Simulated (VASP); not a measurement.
# ScF3 (Pm-3m) in VASP: further runs, part 2 of 2

VASP 6.6.1.

### 3 Electric field gradients, LDA (volume scaled by 1.06)

File INCAR:

```
  PREC = Accurate
  ENCUT = 520
  EDIFF = 1E-8
  ISMEAR = -1
  SIGMA = 0.02
  LREAL = False
  LASPH = True
  NELM = 100
  ALGO = Normal
  ISIF = 2
  LWAVE = False
  LCHARG = False
  GGA = CA
  LEFG = True
  NBANDS = 24
```

File KPOINTS:

```
Automatic mesh
0
Gamma
  6 6 6
```

File POSCAR:

```
ScF3
1.0
    4.0911454693      0.0000000000      0.0000000000
    0.0000000000      4.0911454693      0.0000000000
    0.0000000000      0.0000000000      4.0911454693
Sc F
1 3
Direct
    0.0000000000      0.0000000000      0.0000000000
    0.5000000000      0.0000000000      0.0000000000
    0.0000000000      0.5000000000      0.0000000000
    0.0000000000      0.0000000000      0.5000000000
```

Potentials or basis: VASP PAW LDA potentials, release 64 (Sc_sv, F).

Run with:

```sh
$ cat potpaw_LDA.64/Sc_sv/POTCAR potpaw_LDA.64/F/POTCAR > POTCAR
$ mpirun -np 1 vasp_std > vasp.out
```

OUTCAR:

```text
PREC = Accurate
   ENCUT = 520
   EDIFF = 1E-8
   ISMEAR = -1
   LREAL = False
   LASPH = True
   NELM = 100
   ISIF = 2
   GGA = CA

 ion  position               nearest neighbor table
   1  0.000  0.000  0.000-   2 2.05   3 2.05   4 2.05   4 2.05   3 2.05   2 2.05
   2  0.500  0.000  0.000-   1 2.05   1 2.05
   3  0.000  0.500  0.000-   1 2.05   1 2.05
   4  0.000  0.000  0.500-   1 2.05   1 2.05

  LATTYP: Found a simple cubic cell.
 ALAT       =     4.0911454693

  Lattice vectors:

 A1 = (   4.0911454693,   0.0000000000,   0.0000000000)
 A2 = (   0.0000000000,   4.0911454693,   0.0000000000)
 A3 = (   0.0000000000,   0.0000000000,   4.0911454693)

Analysis of symmetry for initial positions (statically):
=====================================================================
 Subroutine PRICEL returns:
 Original cell was already a primitive cell.

 Routine SETGRP: Setting up the symmetry group for a
 simple cubic supercell.

 Subroutine GETGRP returns: Found 48 space group operations
 (whereof 48 operations were pure point group operations)
 out of a pool of 48 trial point group operations.

The static configuration has the point symmetry O_h .

Analysis of symmetry for dynamics (positions and initial velocities):
=====================================================================
 Subroutine PRICEL returns:
 Original cell was already a primitive cell.

 Routine SETGRP: Setting up the symmetry group for a
 simple cubic supercell.

[... 696 lines left out ...]

------------------------ aborting loop because EDIFF is reached ----------------------------------------

  FORCE on cell =-STRESS in cart. coord.  units (eV):
  Direction    XX          YY          ZZ          XY          YZ          ZX
  --------------------------------------------------------------------------------------
  -------------------------------------------------------------------------------------
  Total       -3.0932190     -3.0932190     -3.0932190     -0.0000000      0.0000000      0.0000000
  in kB      -72.3746516    -72.3746516    -72.3746516     -0.0000000      0.0000000      0.0000000
  external PRESSURE =     -72.3746516 kB  Pullay stress =       0.0000000 kB

 VOLUME and BASIS-vectors are now :
 -----------------------------------------------------------------------------
  energy-cutoff  :      520.00
  volume of cell :       68.48
      direct lattice vectors                 reciprocal lattice vectors
     4.091145469  0.000000000  0.000000000     0.244430321  0.000000000  0.000000000
     0.000000000  4.091145469  0.000000000     0.000000000  0.244430321  0.000000000
     0.000000000  0.000000000  4.091145469     0.000000000  0.000000000  0.244430321

 POSITION                                       TOTAL-FORCE (eV/Angst)
 -----------------------------------------------------------------------------------
      0.00000      0.00000      0.00000         0.000000      0.000000      0.000000
      2.04557      0.00000      0.00000         0.000000      0.000000      0.000000
      0.00000      2.04557      0.00000         0.000000      0.000000      0.000000
      0.00000      0.00000      2.04557         0.000000      0.000000      0.000000
 -----------------------------------------------------------------------------------
    total drift:                               -0.000000      0.000000      0.000000

  FREE ENERGIE OF THE ION-ELECTRON SYSTEM (eV)
  ---------------------------------------------------
  free  energy   TOTEN  =       -29.4676807345 eV

  energy  without entropy=      -29.4676807345  energy(sigma->0) =      -29.46768073

 Electric field gradients (V/A^2)
---------------------------------------------------------------------
 ion       V_xx      V_yy      V_zz      V_xy      V_xz      V_yz
---------------------------------------------------------------------
   1      -0.000    -0.000     0.000    -0.000     0.000    -0.000
   2      64.688   -32.344   -32.344    -0.000    -0.000     0.000
   3     -32.344    64.688   -32.344     0.000     0.000     0.000
   4     -32.344   -32.344    64.688     0.000     0.000    -0.000
---------------------------------------------------------------------

 Electric field gradients after diagonalization (V/A^2)
 (convention: |V_zz| > |V_xx| > |V_yy|)
----------------------------------------------------------------------
 ion       V_xx      V_yy      V_zz     asymmetry (V_yy - V_xx)/ V_zz
----------------------------------------------------------------------
   1       0.000    -0.000    -0.000       1.474
   2     -32.344   -32.344    64.688       0.000
   3     -32.344   -32.344    64.688       0.000
   4     -32.344   -32.344    64.688       0.000
----------------------------------------------------------------------

           NMR quadrupolar parameters

 Cq : quadrupolar parameter    Cq=e*Q*V_zz/h
 eta: asymmetry parameters     (V_yy - V_xx)/ V_zz
 Q  : nuclear electric quadrupole moment in mb (millibarn)
----------------------------------------------------------------------
 ion       Cq(MHz)       eta       Q (mb)
----------------------------------------------------------------------
   1      -0.000       1.474       1.000
   2       0.156       0.000       1.000
   3       0.156       0.000       1.000
   4       0.156       0.000       1.000
----------------------------------------------------------------------
```

OSZICAR:

```text
N       E                     dE             d eps       ncg     rms          rms(c)
DAV:   1     0.392693813809E+03    0.39269E+03   -0.15069E+04   968   0.135E+03
DAV:   2     0.843852015246E+00   -0.39185E+03   -0.37131E+03  1248   0.426E+02
DAV:   3    -0.334443997828E+02   -0.34288E+02   -0.33905E+02  1368   0.148E+02
DAV:   4    -0.341426617295E+02   -0.69826E+00   -0.69754E+00  1168   0.207E+01
DAV:   5    -0.341627941599E+02   -0.20132E-01   -0.20128E-01  1336   0.332E+00    0.150E+01
DAV:   6    -0.296818108688E+02    0.44810E+01   -0.12670E+01  1440   0.481E+01    0.650E+00
DAV:   7    -0.295429816828E+02    0.13883E+00   -0.84370E-01  1240   0.678E+00    0.372E+00
DAV:   8    -0.294756282389E+02    0.67353E-01   -0.29903E-01  1432   0.589E+00    0.763E-01
DAV:   9    -0.294812812279E+02   -0.56530E-02   -0.19241E-01  1128   0.307E+00    0.107E+00
DAV:  10    -0.294678241837E+02    0.13457E-01   -0.72807E-02  1336   0.237E+00    0.204E-01
DAV:  11    -0.294676586236E+02    0.16556E-03   -0.22157E-03  1352   0.682E-01    0.388E-02
DAV:  12    -0.294678521893E+02   -0.19357E-03   -0.67405E-04  1232   0.472E-01    0.897E-02
DAV:  13    -0.294676784748E+02    0.17371E-03   -0.31939E-04  1328   0.335E-01    0.175E-02
DAV:  14    -0.294676809855E+02   -0.25107E-05   -0.19809E-05  1368   0.439E-02    0.492E-03
DAV:  15    -0.294676808294E+02    0.15608E-06   -0.88784E-07  1272   0.109E-02    0.267E-03
DAV:  16    -0.294676807376E+02    0.91764E-07   -0.57541E-07  1432   0.707E-03    0.954E-04
DAV:  17    -0.294676807345E+02    0.30659E-08   -0.26839E-08   960   0.127E-03
   1 F= -.29467681E+02 E0= -.29467681E+02  d E =-.163245E-10
```

It took 20 s on 1 thread of AMD EPYC 7R13 (Zen 3), shared host; peak memory 0.13 GiB.

Results:

* Free energy: -29.4677 eV
* Pressure: -7.2 GPa
* Band gap on the k mesh: 5.89 eV, indirect (least direct gap 6.41 eV)

Levels at points of the mesh, in eV from the valence-band top:
```
           k point  band 14  band 15  band 16  band 17  band 18  band 19
(0.00, 0.00, 0.00)    -0.52    -0.52    -0.52     5.89     5.89     5.89
(0.50, 0.00, 0.00)    -0.65    -0.52    -0.52     5.92     6.71     6.71
(0.50, 0.50, 0.00)    -0.88    -0.88     0.00     6.74     6.74     7.32
(0.50, 0.50, 0.50)     0.00     0.00     0.00     7.36     7.36     7.36
```

Electric field gradients, principal values (V/Å²):
```csv
atom,least,middle,greatest (by size)
1 Sc,0.000,0.000,0.000
2 F,-32.344,-32.344,64.688
3 F,-32.344,-32.344,64.688
4 F,-32.344,-32.344,64.688
```

Caveat: without QUAD_EFG the Cq values of the log hold for a quadrupole moment of 1 mb, not for the nuclei. A k mesh can miss the band edges.

### 4 Electric field gradients, LDA (volume scaled by 1.06)

File INCAR:

```
SYSTEM = ScF3
ALGO = Normal
EDIFF = 1E-8
ENCUT = 520
GGA = CA
ISIF = 2
ISMEAR = -1
LASPH = .True.
LCHARG = .False.
LEFG = .True.
LREAL = .False.
LWAVE = .False.
NBANDS = 24
NELM = 60
PREC = Accurate
SIGMA = 0.02
```

File KPOINTS:

```
k-points
0
Gamma
  6 6 6
  0 0 0
```

POSCAR is that of step 3.

Potentials or basis: VASP PAW LDA potentials, release 64 (Sc_sv, F).

Run with:

```sh
$ cat potpaw_LDA.64/Sc_sv/POTCAR potpaw_LDA.64/F/POTCAR > POTCAR
$ mpirun -np 1 vasp_std > vasp.out
```

OUTCAR:

```text
SYSTEM = ScF3
   EDIFF = 1E-8
   ENCUT = 520
   GGA = CA
   ISIF = 2
   ISMEAR = -1
   LASPH = .True.
   LREAL = .False.
   NELM = 60
   PREC = Accurate

 ion  position               nearest neighbor table
   1  0.000  0.000  0.000-   2 2.05   3 2.05   4 2.05   4 2.05   3 2.05   2 2.05
   2  0.500  0.000  0.000-   1 2.05   1 2.05
   3  0.000  0.500  0.000-   1 2.05   1 2.05
   4  0.000  0.000  0.500-   1 2.05   1 2.05

  LATTYP: Found a simple cubic cell.
 ALAT       =     4.0911454693

  Lattice vectors:

 A1 = (   4.0911454693,   0.0000000000,   0.0000000000)
 A2 = (   0.0000000000,   4.0911454693,   0.0000000000)
 A3 = (   0.0000000000,   0.0000000000,   4.0911454693)

Analysis of symmetry for initial positions (statically):
[... 755 lines left out ...]
---------------------------------------------------------------------
   1      -0.000    -0.000     0.000    -0.000     0.000    -0.000
   2      64.688   -32.344   -32.344    -0.000    -0.000     0.000
   3     -32.344    64.688   -32.344     0.000     0.000     0.000
   4     -32.344   -32.344    64.688     0.000     0.000    -0.000
---------------------------------------------------------------------

 Electric field gradients after diagonalization (V/A^2)
 (convention: |V_zz| > |V_xx| > |V_yy|)
----------------------------------------------------------------------
 ion       V_xx      V_yy      V_zz     asymmetry (V_yy - V_xx)/ V_zz
----------------------------------------------------------------------
   1       0.000    -0.000    -0.000       1.474
   2     -32.344   -32.344    64.688       0.000
   3     -32.344   -32.344    64.688       0.000
   4     -32.344   -32.344    64.688       0.000
----------------------------------------------------------------------

           NMR quadrupolar parameters

 Cq : quadrupolar parameter    Cq=e*Q*V_zz/h
 eta: asymmetry parameters     (V_yy - V_xx)/ V_zz
 Q  : nuclear electric quadrupole moment in mb (millibarn)
----------------------------------------------------------------------
 ion       Cq(MHz)       eta       Q (mb)
----------------------------------------------------------------------
   1      -0.000       1.474       1.000
   2       0.156       0.000       1.000
   3       0.156       0.000       1.000
   4       0.156       0.000       1.000
----------------------------------------------------------------------
```

Run time: 20 s. Hardware: 1 thread of AMD EPYC 7R13 (Zen 3), shared host; peak memory 0.13 GiB.

What came out:

```yaml
Free_energy: -29.4677 eV
Pressure: -7.2 GPa
Band_gap_on_the_k_mesh: 5.89 eV, indirect (least direct gap 6.41 eV)
```

Electric field gradients, principal values (V/Å²):
| atom | least | middle | greatest (by size) |
| --- | --- | --- | --- |
| 1 Sc | 0.000 | 0.000 | 0.000 |
| 2 F | -32.344 | -32.344 | 64.688 |
| 3 F | -32.344 | -32.344 | 64.688 |
| 4 F | -32.344 | -32.344 | 64.688 |

Caveat: without QUAD_EFG the Cq values of the log hold for a quadrupole moment of 1 mb, not for the nuclei. A k mesh can miss the band edges.
